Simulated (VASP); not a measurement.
# Cs4In (I-43m) in VASP: a series of runs, part 2 of 2

VASP 6.6.1. The steps go on from the part before.

### 3 Relaxation of cell and atoms, PBE

Contents of INCAR:

```
PREC     = Accurate       # precision mode
ENCUT    = 600            # plane-wave cutoff, eV
EDIFF    = 1E-7           # SCF threshold, eV
ISMEAR   = 0              # smearing method
SIGMA    = 0.1            # smearing width, eV
LREAL    = False          # projectors in reciprocal space
LASPH    = True           # aspherical terms in the spheres
NELM     = 80             # most SCF steps
ALGO     = Normal         # electronic algorithm
ISIF     = 3              # what is computed and relaxed
LWAVE    = False          # write WAVECAR
LCHARG   = False          # write CHGCAR
GGA      = PE             # functional
IBRION   = 2              # ionic algorithm
NSW      = 90             # ionic steps
EDIFFG   = -0.04          # ionic threshold
```

Contents of KPOINTS:

```
Automatic mesh
0
Gamma
  4 4 4
```

Contents of POSCAR:

```
Cs4In
1.0
   -4.1934984800      4.1934984800      4.1934984800
    4.1934984800     -4.1934984800      4.1934984800
    4.1934984800      4.1934984800     -4.1934984800
Cs In
4 1
Direct
    0.3495999900      0.3495999900      0.3495999900
    0.6504000100      0.0000000000      0.0000000000
    0.0000000000      0.0000000000      0.6504000100
    0.0000000000      0.6504000100      0.0000000000
    0.0000000000      0.0000000000      0.0000000000
```

Potentials or basis: VASP PAW PBE potentials, release 64 (Cs_sv, In_d).

On the command line:

```
$ cat potpaw_PBE.64/Cs_sv/POTCAR potpaw_PBE.64/In_d/POTCAR > POTCAR
$ mpirun -np 1 vasp_std > vasp.out
```

OUTCAR:

```text
PREC = Accurate
   ENCUT = 600
   EDIFF = 1E-7
   ISMEAR = 0
   LREAL = False
   LASPH = True
   NELM = 80
   ISIF = 3
   GGA = PE
   IBRION = 2
   NSW = 90
   EDIFFG = -0.04

 ion  position               nearest neighbor table
   1  0.350  0.350  0.350-   5 2.54
   2  0.650  0.000  0.000-   5 2.54
   3  0.000  0.000  0.650-   5 2.54
   4  0.000  0.650  0.000-   5 2.54
   5  0.000  0.000  0.000-   1 2.54   2 2.54   3 2.54   4 2.54

  LATTYP: Found a body centered cubic cell.
 ALAT       =     8.3869969600

  Lattice vectors:

 A1 = (  -4.1934984800,   4.1934984800,   4.1934984800)
 A2 = (   4.1934984800,  -4.1934984800,   4.1934984800)
 A3 = (   4.1934984800,   4.1934984800,  -4.1934984800)

Analysis of symmetry for initial positions (statically):
=====================================================================
 Subroutine PRICEL returns:
 Original cell was already a primitive cell.

 Routine SETGRP: Setting up the symmetry group for a
 body centered cubic supercell.

 Subroutine GETGRP returns: Found 24 space group operations
 (whereof 24 operations were pure point group operations)
 out of a pool of 48 trial point group operations.

The static configuration has the point symmetry T_d .

Analysis of symmetry for dynamics (positions and initial velocities):
=====================================================================
 Subroutine PRICEL returns:
 Original cell was already a primitive cell.

 Routine SETGRP: Setting up the symmetry group for a
 body centered cubic supercell.

 Subroutine GETGRP returns: Found 24 space group operations
 (whereof 24 operations were pure point group operations)
 out of a pool of 48 trial point group operations.

The dynamic configuration has the point symmetry T_d .

 Subroutine INISYM returns: Found 24 space group operations
 (whereof 24 operations are pure point group operations),
 and found     1 'primitive' translations

----------------------------------------------------------------------------------------

                                     Primitive cell

  volume of cell :     294.9779

  direct lattice vectors                    reciprocal lattice vectors
    -4.193498480  4.193498480  4.193498480     0.000000000  0.119232188  0.119232188
     4.193498480 -4.193498480  4.193498480     0.119232188  0.000000000  0.119232188
     4.193498480  4.193498480 -4.193498480     0.119232188  0.119232188  0.000000000

  length of vectors
     7.263352429  7.263352429  7.263352429     0.168619778  0.168619778  0.168619778

  position of ions in fractional coordinates (direct lattice)
     0.349599990  0.349599990  0.349599990
     0.650400010  0.000000000  0.000000000
     0.000000000  0.000000000  0.650400010
     0.000000000  0.650400010  0.000000000
     0.000000000  0.000000000  0.000000000

  ion indices of the primitive-cell ions
   primitive index   ion index
                 1           1
                 2           2
                 3           3
                 4           4
[... 22 lines left out ...]

 Subroutine IBZKPT returns following result:
 ===========================================

 Found      8 irreducible k-points:

 Following reciprocal coordinates:
            Coordinates               Weight
  0.000000  0.000000  0.000000      1.000000
  0.250000  0.000000  0.000000     12.000000
  0.500000  0.000000  0.000000      6.000000
  0.250000  0.250000  0.000000     24.000000
  0.250000  0.250000  0.250000      2.000000
 -0.250000  0.250000  0.250000      6.000000
  0.500000  0.500000  0.250000     12.000000
  0.500000  0.500000  0.500000      1.000000
   k-points           NKPTS =      8   k-points in BZ     NKDIM =      8   number of bands    NBANDS=     29
   number of dos      NEDOS =    301   number of ions     NIONS =      5
   total plane-waves  NPLWV = 216000
   dimension x,y,z NGX =    60 NGY =   60 NGZ =   60
   dimension x,y,z NGXF=   120 NGYF=  120 NGZF=  120
   ions per type =               4   1
   NGX,Y,Z   is equivalent  to a cutoff of  13.73, 13.73, 13.73 a.u.
   NGXF,Y,Z  is equivalent  to a cutoff of  27.47, 27.47, 27.47 a.u.
 SYSTEM =  unknown system
   PREC   = accura    normal or accurate (medium, high low for compatibility)
   ISTART =      0    job   : 0-new  1-cont  2-samecut
   ICHARG =      2    charge: 1-file 2-atom 10-const
   ISPIN  =      1    spin polarized calculation?
   LNONCOLLINEAR =      F non collinear calculations
   LSORBIT =      F    spin-orbit coupling
   LASPH  =      T    aspherical Exc in radial PAW
   ENCUT  =  600.0 eV  44.10 Ry    6.64 a.u.  14.51 14.51 14.51*2*pi/ulx,y,z
   NELM   =     80;   NELMIN=  2; NELMDL= -5     # of ELM steps
   EDIFF  = 0.1E-06   stopping-criterion for ELM
   LREAL  =      F    real-space projection
   EDIFFG = -.4E-01   stopping-criterion for IOM
   NSW    =     90    number of steps for IOM
   IBRION =      2    ionic relax: 0-MD 1-quasi-New 2-CG
   NFREE  =      1    steps in history (QN), initial steepest desc. (CG)
   ISIF   =      3    stress and relaxation
   ISYM   =      2    0-nonsym 1-usesym 2-fastsym
   POTIM  = 0.5000    time-step for ionic-motion
   TEBEG  =    0.0;   TEEND  =   0.0 temperature during run
   PSTRESS=    0.0 pullay stress
   NELECT =      49.0000    total number of electrons
   NUPDOWN=      -1.0000    fix difference up-down
   EMIN   =  10.00;   EMAX   =-10.00  energy-range for DOS
   EFERMI =   0.00;   METHOD = LEGACY
   ISMEAR =     0;   SIGMA  =   0.10  broadening in eV -4-tet -1-fermi 0-gaus
   EFERMI_NEDOS =   21; number of points for ismear=-14 and -15
   IALGO  =     38    algorithm
   IMIX   =      4    mixing-type and parameters
     AMIX     =   0.40;   BMIX     =  1.00
     AMIX_MAG =   1.60;   BMIX_MAG =  1.00
  volume/ion in A,a.u.               =      59.00       398.12
  Fermi-wavevector in a.u.,A,eV,Ry     =   0.899933  1.700628 11.019088  0.809880
  Thomas-Fermi vector in A             =   2.022829
   LORBIT       =      0    0 simple, 1 ext, 2 COOP (PROOUT), +10 PAW based schemes
   GGA     = PE    functional components
   LHFCALC =     F    Hartree Fock is set to
   AEXX    =    0.0000 exact exchange contribution
   IVDW    =     0    specifies the selected vdW correction
   LEPSILON=     F    determine dielectric tensor
   LRPA    =     F    only Hartree local field effects (RPA)
 conjugate gradient relaxation of ions
 non-spin polarized calculation
 Gauss-broadening in eV      SIGMA  =   0.10
  energy-cutoff  :      600.00
  volume of cell :      294.98
 maximum number of plane-waves:      9909
 NGX is ok and might be reduce to    60
   NGX = 29   NGY = 29   NGZ = 29

--------------------------------------- Ionic step        1  -------------------------------------------

 number of electron      48.9999996 magnetization

 Free energy of the ion-electron system (eV)
  ---------------------------------------------------
  ext. energy  EPLUGINS =         0.00000000
  ---------------------------------------------------
  free energy    TOTEN  =         4.66063561 eV

  energy without entropy =        4.69027854  energy(sigma->0) =        4.67545708

------------------------ aborting loop because EDIFF is reached ----------------------------------------

  FORCE on cell =-STRESS in cart. coord.  units (eV):
  Direction    XX          YY          ZZ          XY          YZ          ZX
  --------------------------------------------------------------------------------------
  -------------------------------------------------------------------------------------
  Total       25.5833137     25.5833137     25.5833137      0.0000000      0.0000000     -0.0000000
  in kB      138.9561962    138.9561962    138.9561962      0.0000000      0.0000000     -0.0000000
  external PRESSURE =     138.9561962 kB  Pullay stress =       0.0000000 kB
[... 98 lines left out ...]
  FREE ENERGIE OF THE ION-ELECTRON SYSTEM (eV)
  ---------------------------------------------------
  free  energy   TOTEN  =        -5.1530969699 eV

  energy  without entropy=       -5.1100735693  energy(sigma->0) =       -5.13158527

[... ionic steps 4 to 9 ...]

--------------------------------------- Ionic step       10  -------------------------------------------

 number of electron      48.9999994 magnetization

------------------------ aborting loop because EDIFF is reached ----------------------------------------
[... 73 lines left out ...]
--------------------------------------- Ionic step       12  -------------------------------------------

 number of electron      48.9999996 magnetization

 Free energy of the ion-electron system (eV)
  ---------------------------------------------------
  ext. energy  EPLUGINS =         0.00000000
  ---------------------------------------------------
  free energy    TOTEN  =        -5.56647016 eV

  energy without entropy =       -5.52057610  energy(sigma->0) =       -5.54352313

 E-fermi :   0.9259     XC(G=0):  -5.8371

 val. band max:        0.9209426734   @ k =   0.2500   0.2500   0.0000
 cond. band min:       0.9392317513   @ k =   0.2500   0.0000   0.0000
 fundamental gap:      0.0182890779
 Fermi energy:         0.9258967997

 k-point     1 :       0.0000    0.0000    0.0000
  band No.  band energies     occupation
      1     -22.7674      2.00000
      2     -22.7464      2.00000
      3     -22.7464      2.00000
      4     -22.7464      2.00000
      5     -13.6016      2.00000
      6     -13.6016      2.00000
[... 277 lines left out ...]
  FREE ENERGIE OF THE ION-ELECTRON SYSTEM (eV)
  ---------------------------------------------------
  free  energy   TOTEN  =        -5.5664701561 eV

  energy  without entropy=       -5.5205761006  energy(sigma->0) =       -5.54352313

 reached required accuracy - stopping structural energy minimisation
```

It took 15 min on 1 thread of AMD EPYC 7R43 (Zen 3), shared host; peak memory 0.53 GiB.

Results:

| Property | Result |
| --- | --- |
| Free energy | -5.5665 eV |
| Relaxed volume | 90.33 Å³/atom |
| Relaxed cell | a = 8.372 Å, b = 8.372 Å, c = 8.372 Å, α = 109.47°, β = 109.47°, γ = 109.47° |
| Space group after relaxing (to 0.05 Å) | I-43m (No. 217) |
| Energy gained by relaxing | 2045.4 meV/atom |
| Ionic steps | 12 |
| Pressure after relaxing | 0.0 GPa |
| Largest force after relaxing | 0.029 eV/Å |

Forces in eV/Å, atoms in the order of the input:
```
Cs   0.016  0.016  0.016
Cs   0.016 -0.016 -0.016
Cs  -0.016 -0.016  0.016
Cs  -0.016  0.016 -0.016
In   0.000  0.000  0.000
```

The path:
| step | energy change (eV) | largest force (eV/Å) | pressure (GPa) | volume (Å³) |
| --- | --- | --- | --- | --- |
| 1 | 0.0000 | 7.3630 | 13.90 | 294.98 |
| 2 | -9.8081 | 0.2778 | 0.01 | 571.77 |
| 3 | -9.8137 | 0.2595 | -0.02 | 576.85 |
| 4 | -9.8233 | 0.2634 | 0.00 | 571.31 |
| 5 | -9.8499 | 0.2744 | 0.04 | 554.89 |
| 6 | -9.8926 | 0.2972 | 0.14 | 523.01 |
| 7 | -9.9248 | 0.3460 | 0.42 | 462.95 |
| 8 | -9.9401 | 0.3324 | 0.41 | 462.70 |
| 9 | -9.9824 | 0.2923 | 0.35 | 461.96 |
| 10 | -10.0524 | 0.2253 | 0.26 | 460.48 |
| 11 | -10.1472 | 0.1294 | 0.12 | 457.52 |
| 12 | -10.2271 | 0.0285 | -0.01 | 451.65 |

Final structure:
```
Cs In
1.0
    -4.83333    4.83333    4.83333
     4.83333   -4.83333    4.83333
     4.83333    4.83333   -4.83333
Cs In
4 1
Direct
  0.48516 0.48516 0.48516
  0.51484 0.00000 0.00000
  0.00000 0.00000 0.51484
  0.00000 0.51484 0.00000
  0.00000 0.00000 0.00000
```

Levels at points of the mesh, in eV from the Fermi level:
```
           k point  band 22  band 23  band 24  band 25  band 26  band 27  band 28  band 29
(0.00, 0.00, 0.00)    -4.89    -1.05     0.38     0.38     0.48     0.48     0.48     1.40
(0.50, 0.00, 0.00)    -4.71    -0.93    -0.15    -0.03     0.07     0.55     1.11     1.20
(0.50, 0.50, 0.50)    -4.54    -0.77    -0.77    -0.77     0.60     0.60     0.74     0.74
```

Caveat: the volume moved by over 15 % at a fixed basis, so the end points are rough; spin-orbit coupling is left out, which moves the levels of the heavy elements.
